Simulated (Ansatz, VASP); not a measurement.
# One calculation of TaN, two programs

The input INCAR:

```
SYSTEM = TaN
PREC = Accurate
ENCUT = 520
EDIFF = 1E-6
ISMEAR = 0
SIGMA = 0.15
LREAL = .False.
LASPH = .True.
NELM = 80
ALGO = Normal
ISIF = 2
LWAVE = .False.
LCHARG = .True.
GGA = PS
LELF = .True.
LVHAR = .True.
NBANDS = 15
```

Contents of KPOINTS:

```
Automatic mesh
0
Gamma
  20 20 20
  0 0 0
```

POSCAR

```
TaN
1.0
   -0.0868643865      2.1253016534      2.1253016534
    2.1253016534     -0.0868643865      2.1253016534
    2.1253016534      2.1253016534     -0.0868643865
Ta N
1 1
Direct
    0.5000000000      0.5000000000      0.5000000000
    0.0000000000      0.0000000000      0.0000000000
```

Input for Ansatz:

```yaml
crystal:
  lattice:
    - [-0.0868643865, 2.1253016534, 2.1253016534]
    - [2.1253016534, -0.0868643865, 2.1253016534]
    - [2.1253016534, 2.1253016534, -0.0868643865]
  atoms:
    - { symbol: Ta, position: [0.5, 0.5, 0.5] }
    - { symbol: "N", position: [0.0, 0.0, 0.0] }
basis:
  ecutwfc: 520.0
kpoints:
  mp_grid: { grid: [20, 20, 20] }
hamiltonian:
  xc: pbesol
  pseudopotentials: { kind: paw, azcp: { folder: soft_1 } }
scf:
  occupations: { method: gaussian, width: 0.15 }
output:
  forces: true
  stress: true
  eigenvalues: true
```

Alike in both runs: task single point; functional PBEsol; k mesh 20 × 20 × 20; occupations gaussian, width 0.15 eV; no spin polarisation.

```csv
,VASP,Ansatz
version,VASP 6.6.1,Ansatz 0.2.0
potentials or method,"VASP PAW PBE potentials, release 64 (Ta_pv, N), cutoff 520 eV","scalar-relativistic, plane waves, PAW"
valence electrons in the cell,16,18
```

VASP gave:

- gap on the k mesh at the Fermi level (eV): none
- pressure (GPa): 11.8
- traceless stress, the component that is largest in VASP (GPa): 3.22

What did Ansatz give for the same quantities?

gap on the k mesh at the Fermi level (eV): none; pressure (GPa): 10.4; traceless stress, the component that is largest in VASP (GPa): 3.26.

VASP's potentials were made for PBE, not for PBEsol, and Ansatz warns of the same on its side. A gap of «none» marks a metal or a gap that the smearing closes. VASP's potentials hold 16 valence electrons a cell and Ansatz's 18, so a difference there can come from the potentials and not from the codes.

Spin-orbit coupling is off throughout.
